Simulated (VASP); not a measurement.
# GaP (rocksalt type) (Fm-3m) in VASP: further runs, part 2 of 2

VASP 6.6.1. The steps go on from the part before.

**5. Single point, LDA (14.17 Å³/atom)**

This run uses another cell than the first one, of 14.17 Å³/atom.

The input, INCAR:

```
PREC = Accurate
ENCUT = 500
EDIFF = 1E-6
ISMEAR = -1
SIGMA = 0.1
LREAL = F
LASPH = T
NELM = 120
ALGO = Normal
ISIF = 2
LWAVE = F
LCHARG = T
LELF = T
LVHAR = T
NBANDS = 16
GGA_COMPAT = F
```

The input, KPOINTS:

```
regular mesh
0
Gamma
  14 14 14
```

The input, POSCAR:

```
GaP
1.0
    0.0000000000      2.4200260118      2.4200260118
    2.4200260118      0.0000000000      2.4200260118
    2.4200260118      2.4200260118      0.0000000000
Ga P
1 1
Direct
    0.0000000000      0.0000000000      0.0000000000
    0.5000000000      0.5000000000      0.5000000000
```

Potentials or basis: VASP PAW LDA potentials, release 64 (Ga_d, P).

Started as:

```console
> cat potpaw_LDA.64/Ga_d/POTCAR potpaw_LDA.64/P/POTCAR > POTCAR
> mpirun -np 1 vasp_std > vasp.out
```

OUTCAR:

```text
PREC = Accurate
   ENCUT = 500
   EDIFF = 1E-6
   ISMEAR = -1
   LREAL = F
   LASPH = T
   NELM = 120
   ISIF = 2

 ion  position               nearest neighbor table
   1  0.000  0.000  0.000-   2 2.42   2 2.42   2 2.42   2 2.42   2 2.42   2 2.42
   2  0.500  0.500  0.500-   1 2.42   1 2.42   1 2.42   1 2.42   1 2.42   1 2.42

  LATTYP: Found a face centered cubic cell.
 ALAT       =     4.8400520236

  Lattice vectors:

 A1 = (   0.0000000000,   2.4200260118,   2.4200260118)
 A2 = (   2.4200260118,   0.0000000000,   2.4200260118)
 A3 = (   2.4200260118,   2.4200260118,   0.0000000000)

Analysis of symmetry for initial positions (statically):
=====================================================================
 Subroutine PRICEL returns:
 Original cell was already a primitive cell.

 Routine SETGRP: Setting up the symmetry group for a
 face centered cubic supercell.

 Subroutine GETGRP returns: Found 48 space group operations
 (whereof 48 operations were pure point group operations)
 out of a pool of 48 trial point group operations.

The static configuration has the point symmetry O_h .

Analysis of symmetry for dynamics (positions and initial velocities):
=====================================================================
 Subroutine PRICEL returns:
 Original cell was already a primitive cell.

 Routine SETGRP: Setting up the symmetry group for a
 face centered cubic supercell.

 Subroutine GETGRP returns: Found 48 space group operations
 (whereof 48 operations were pure point group operations)
 out of a pool of 48 trial point group operations.

The dynamic configuration has the point symmetry O_h .

 Subroutine INISYM returns: Found 48 space group operations
 (whereof 48 operations are pure point group operations),
 and found     1 'primitive' translations

----------------------------------------------------------------------------------------

                                     Primitive cell

  volume of cell :      28.3459

  direct lattice vectors                    reciprocal lattice vectors
     0.000000000  2.420026012  2.420026012    -0.206609349  0.206609349  0.206609349
     2.420026012  0.000000000  2.420026012     0.206609349 -0.206609349  0.206609349
     2.420026012  2.420026012  0.000000000     0.206609349  0.206609349 -0.206609349

  length of vectors
     3.422433607  3.422433607  3.422433607     0.357857891  0.357857891  0.357857891

  position of ions in fractional coordinates (direct lattice)
     0.000000000  0.000000000  0.000000000
     0.500000000  0.500000000  0.500000000

  ion indices of the primitive-cell ions
   primitive index   ion index
                 1           1
                 2           2

----------------------------------------------------------------------------------------

 KPOINTS: regular mesh

Automatic generation of k-mesh.
 Grid dimensions read from file:
 generate k-points for:   14   14   14

 Generating k-lattice:

  Cartesian coordinates                     Fractional coordinates (reciprocal lattice)
    -0.014757811  0.014757811  0.014757811     0.071428571  0.000000000  0.000000000
     0.014757811 -0.014757811  0.014757811     0.000000000  0.071428571  0.000000000
     0.014757811  0.014757811 -0.014757811     0.000000000  0.000000000  0.071428571

  Length of vectors
     0.025561278  0.025561278  0.025561278

  Shift w.r.t. Gamma in fractional coordinates (k-lattice)
     0.000000000  0.000000000  0.000000000

 Subroutine IBZKPT returns following result:
 ===========================================

 Found    104 irreducible k-points:

 Following reciprocal coordinates:
            Coordinates               Weight
  0.000000  0.000000  0.000000      1.000000
  0.071429  0.000000  0.000000      8.000000
  0.142857  0.000000  0.000000      8.000000
  0.214286  0.000000  0.000000      8.000000
  0.285714  0.000000  0.000000      8.000000
  0.357143  0.000000  0.000000      8.000000
[... 16 lines left out ...]
  0.214286  0.142857  0.000000     24.000000
  0.285714  0.142857  0.000000     24.000000
 [... further k-points ...]
   k-points           NKPTS =    104   k-points in BZ     NKDIM =    104   number of bands    NBANDS=     16
   number of dos      NEDOS =    301   number of ions     NIONS =      2
   total plane-waves  NPLWV =  21952
   dimension x,y,z NGX =    28 NGY =   28 NGZ =   28
   dimension x,y,z NGXF=    56 NGYF=   56 NGZF=   56
   ions per type =               1   1
   NGX,Y,Z   is equivalent  to a cutoff of  13.60, 13.60, 13.60 a.u.
   NGXF,Y,Z  is equivalent  to a cutoff of  27.20, 27.20, 27.20 a.u.
 SYSTEM =  unknown system
   PREC   = accura    normal or accurate (medium, high low for compatibility)
   ISTART =      0    job   : 0-new  1-cont  2-samecut
   ICHARG =      2    charge: 1-file 2-atom 10-const
   ISPIN  =      1    spin polarized calculation?
   LNONCOLLINEAR =      F non collinear calculations
   LSORBIT =      F    spin-orbit coupling
   LASPH  =      T    aspherical Exc in radial PAW
   ENCUT  =  500.0 eV  36.75 Ry    6.06 a.u.   6.24  6.24  6.24*2*pi/ulx,y,z
   NELM   =    120;   NELMIN=  2; NELMDL= -5     # of ELM steps
   EDIFF  = 0.1E-05   stopping-criterion for ELM
   LREAL  =      F    real-space projection
[... 7 lines left out ...]
   TEBEG  =    0.0;   TEEND  =   0.0 temperature during run
   PSTRESS=    0.0 pullay stress
   NELECT =      18.0000    total number of electrons
   NUPDOWN=      -1.0000    fix difference up-down
   EMIN   =  10.00;   EMAX   =-10.00  energy-range for DOS
   EFERMI =   0.00;   METHOD = LEGACY
   ISMEAR =    -1;   SIGMA  =   0.10  broadening in eV -4-tet -1-fermi 0-gaus
   EFERMI_NEDOS =   21; number of points for ismear=-14 and -15
   IALGO  =     38    algorithm
   IMIX   =      4    mixing-type and parameters
     AMIX     =   0.40;   BMIX     =  1.00
     AMIX_MAG =   1.60;   BMIX_MAG =  1.00
  volume/ion in A,a.u.               =      14.17        95.64
  Fermi-wavevector in a.u.,A,eV,Ry     =   1.407135  2.659099 26.939912  1.980028
  Thomas-Fermi vector in A             =   2.529424
   LORBIT       =      0    0 simple, 1 ext, 2 COOP (PROOUT), +10 PAW based schemes
   GGA     = CA    functional components
   LHFCALC =     F    Hartree Fock is set to
   AEXX    =    0.0000 exact exchange contribution
   IVDW    =     0    specifies the selected vdW correction
   LEPSILON=     F    determine dielectric tensor
   LRPA    =     F    only Hartree local field effects (RPA)
 non-spin polarized calculation
  energy-cutoff  :      500.00
  volume of cell :       28.35
 maximum number of plane-waves:       736
 NGX is ok and might be reduce to    28
   NGX = 13   NGY = 13   NGZ = 13

 number of electron      17.9999990 magnetization

 Free energy of the ion-electron system (eV)
  ---------------------------------------------------
  ext. energy  EPLUGINS =         0.00000000
  ---------------------------------------------------
  free energy    TOTEN  =        -9.57691061 eV

  energy without entropy =       -9.54907955  energy(sigma->0) =       -9.56299508

 E-fermi :   8.7227     XC(G=0): -12.1358

 val. band max:        8.6876797052   @ k =   0.2143   0.1429   0.0714
 cond. band min:       8.7517635208   @ k =   0.3571   0.0000   0.0000
 fundamental gap:      0.0640838155
 Fermi energy:         8.7226953810

 k-point     1 :       0.0000    0.0000    0.0000
  band No.  band energies     occupation
      1      -6.4112      2.00000
      2      -6.4112      2.00000
      3      -6.3737      2.00000
      4      -6.3737      2.00000
      5      -6.3737      2.00000
      6      -6.2626      2.00000
[... 8 lines left out ...]
     15      18.3887      0.00000
     16      18.3887      0.00000

 k-point     2 :       0.0714    0.0000    0.0000
  band No.  band energies     occupation
      1      -6.4137      2.00000
      2      -6.4137      2.00000
      3      -6.3752      2.00000
      4      -6.3704      2.00000
      5      -6.3704      2.00000
      6      -6.1708      2.00000
[... 8 lines left out ...]
     15      17.1853      0.00000
     16      18.2776      0.00000
[... 387 lines left out ...]
      5      -6.3385      2.00000
      6      -5.3967      2.00000
[... 8 lines left out ...]
     15      19.1558      0.00000
     16      19.9953      0.00000

 k-point    24 :       0.2857    0.1429    0.0000
  band No.  band energies     occupation
      1      -6.5253      2.00000
      2      -6.4135      2.00000
      3      -6.3941      2.00000
      4      -6.3379      2.00000
      5      -6.3183      2.00000
      6      -4.8771      2.00000
[... 8 lines left out ...]
     15      19.8576      0.00000
     16      20.4743      0.00000

 [... further k-points ...]
[... 5 lines left out ...]
  --------------------------------------------------------------------------------------
  -------------------------------------------------------------------------------------
  Total        3.1883205      3.1883205      3.1883205     -0.0000000      0.0000000     -0.0000000
  in kB      180.2114784    180.2114784    180.2114784     -0.0000000      0.0000000     -0.0000000
  external PRESSURE =     180.2114784 kB  Pullay stress =       0.0000000 kB

 VOLUME and BASIS-vectors are now :
 -----------------------------------------------------------------------------
  energy-cutoff  :      500.00
  volume of cell :       28.35
      direct lattice vectors                 reciprocal lattice vectors
     0.000000000  2.420026012  2.420026012    -0.206609349  0.206609349  0.206609349
     2.420026012  0.000000000  2.420026012     0.206609349 -0.206609349  0.206609349
     2.420026012  2.420026012  0.000000000     0.206609349  0.206609349 -0.206609349

 POSITION                                       TOTAL-FORCE (eV/Angst)
 -----------------------------------------------------------------------------------
      0.00000      0.00000      0.00000         0.000000      0.000000     -0.000000
      2.42003      2.42003      2.42003        -0.000000     -0.000000      0.000000
 -----------------------------------------------------------------------------------
    total drift:                               -0.000000      0.000000      0.000000

  FREE ENERGIE OF THE ION-ELECTRON SYSTEM (eV)
  ---------------------------------------------------
  free  energy   TOTEN  =        -9.5769106130 eV

  energy  without entropy=       -9.5490795494  energy(sigma->0) =       -9.56299508
```

Wall time 63 s (1 thread of Intel Xeon Platinum 8259CL at 2.50GHz (Skylake/Cascade Lake), shared host); peak memory 0.17 GiB.

Results:

- Free energy: -9.5769 eV
- Pressure: 18.0 GPa
- Band gap on the k mesh: zero (bands 9 and 10 overlap by 3.67 eV)

Levels at points of the mesh, in eV from the Fermi level:
```csv
k point,band 7,band 8,band 9,band 10,band 11,band 12
"(0.00, 0.00, 0.00)",-0.06,-0.06,-0.06,3.45,6.96,6.96
"(0.50, 0.00, 0.00)",-9.14,0.20,0.20,2.76,2.76,3.37
"(0.50, 0.50, 0.00)",-7.30,-3.41,-3.41,-3.04,2.72,12.69
```

Caveat: the cell stands under pressure.

**6. Single point, LDA (14.17 Å³/atom)**

This run uses another cell than the first one, of 14.17 Å³/atom.

The input, INCAR:

```
SYSTEM = GaP
ALGO = Normal ; EDIFF = 1E-6
ENCUT = 500 ; GGA_COMPAT = .FALSE.
ISIF = 2 ; ISMEAR = -1
LASPH = .TRUE. ; LCHARG = .FALSE.
LREAL = .FALSE. ; LWAVE = .FALSE.
NBANDS = 16 ; NELM = 120
PREC = Accurate ; SIGMA = 0.1
```

The input, KPOINTS:

```
k-points
0
G
  14 14 14
  0 0 0
```

POSCAR is that of step 5.

Potentials or basis: VASP PAW LDA potentials, release 64 (Ga_d, P).

Started as:

```console
> cat potpaw_LDA.64/Ga_d/POTCAR potpaw_LDA.64/P/POTCAR > POTCAR
> mpirun -np 1 vasp_std > vasp.out
```

Run time: 49 s. Hardware: 1 thread of Intel Xeon Platinum 8259CL at 2.50GHz (Skylake/Cascade Lake), shared host; peak memory 0.17 GiB.

It converged, with:

* Free energy: -9.5769 eV
* Pressure: 18.0 GPa
* Band gap on the k mesh: zero (bands 9 and 10 overlap by 3.67 eV)

Levels at points of the mesh, in eV from the Fermi level:
```
           k point  band 6  band 7  band 8  band 9  band 10  band 11  band 12  band 13
(0.00, 0.00, 0.00)  -14.99   -0.06   -0.06   -0.06     3.45     6.96     6.96     6.96
(0.50, 0.00, 0.00)  -11.45   -9.14    0.20    0.20     2.76     2.76     3.37     6.42
(0.50, 0.50, 0.00)   -9.80   -7.30   -3.41   -3.41    -3.04     2.72    12.69    12.69
```

Caveat: the cell stands under pressure.

**7. The runs side by side**

| cell | gap on the mesh (eV) | pressure (GPa) |
| --- | --- | --- |
| a = 3.201 Å, angles 60.0°, 2 atoms | none | 71.8 |
| a = 3.315 Å, angles 60.0°, 2 atoms | none | 38.8 |
| a = 3.422 Å, angles 60.0°, 2 atoms | none | 18.0 |

Alike in all rows: task single point; level LDA; potentials or basis VASP PAW LDA potentials, release 64 (Ga_d, P); no spin polarisation; k mesh 14 × 14 × 14; cutoff (eV) 500; smearing fermi-dirac 0.1 eV.

Caveats: the cell stands under pressure.

Total energies depend on the potentials used, so only differences within one code and one set of settings carry meaning.

The gap in the log of VASP goes by the Fermi energy; the results here count the filled bands.